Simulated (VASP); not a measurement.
## ZnO: single point with r2SCAN

Crystal: ZnO.

```
Zn O
1.0
     3.23534    0.00000    0.00000
    -1.61767    2.80189    0.00000
     0.00000    0.00000    5.02961
Zn O
2 2
Direct
  0.33333 0.66667 0.99252
  0.66667 0.33333 0.49252
  0.33333 0.66667 0.38248
  0.66667 0.33333 0.88248
```

This cell differs from its parent crystal: uniaxial z strain -3.5%.

```yaml
Program: VASP 6.6.1
Task: single point
Functional: r2SCAN
Potentials_or_basis: VASP PAW PBE potentials, release 64 (Zn, O)
Cutoff: 520 eV
k_mesh: 12 × 12 × 6
Occupations: gaussian, width 0.01 eV
Spin: no spin polarisation
Dipole_correction: no
Further_INCAR_settings: ALGO = Normal; EDIFF = 1e-07; NBANDS = 26
```

```yaml
Pressure: 6.7 GPa
Largest_force: 0.007 eV/Å
Band_gap_on_the_k_mesh: 1.33 eV
```

Forces on the atoms (eV/Å):
```
Zn   0.000  0.000 -0.007
Zn   0.000  0.000 -0.007
O    0.000  0.000  0.007
O    0.000  0.000  0.007
```

Stress tensor (GPa, compression positive):
```
5.66 0.00 0.00
0.00 5.66 0.00
0.00 0.00 8.86
```

Levels at points of the mesh, in eV from the valence-band top:
```
           k point  band 14  band 15  band 16  band 17  band 18  band 19  band 20  band 21  band 22  band 23
(0.00, 0.00, 0.00)    -0.86    -0.86    -0.13     0.00     0.00     1.33     5.87     9.28    13.57    13.57
(0.50, 0.00, 0.00)    -3.73    -2.92    -2.52    -1.29    -0.99     6.58     7.36     8.43     9.36    11.82
(0.00, 0.00, 0.50)    -2.19    -0.42    -0.42    -0.42    -0.42     4.09     4.09    11.20    11.20    13.86
(0.50, 0.00, 0.50)    -3.83    -1.70    -1.70    -1.31    -1.31     6.38     6.38     9.39     9.39    12.13
```

It took 10 min on 1 thread of AMD EPYC 7R13 (shared host), peak memory 0.19 GiB.

Caveat: the cell differs from its parent crystal (uniaxial z strain -3.5%); the cell stands under pressure; the PAW data sets were made with another functional, which shifts forces and pressure a little.
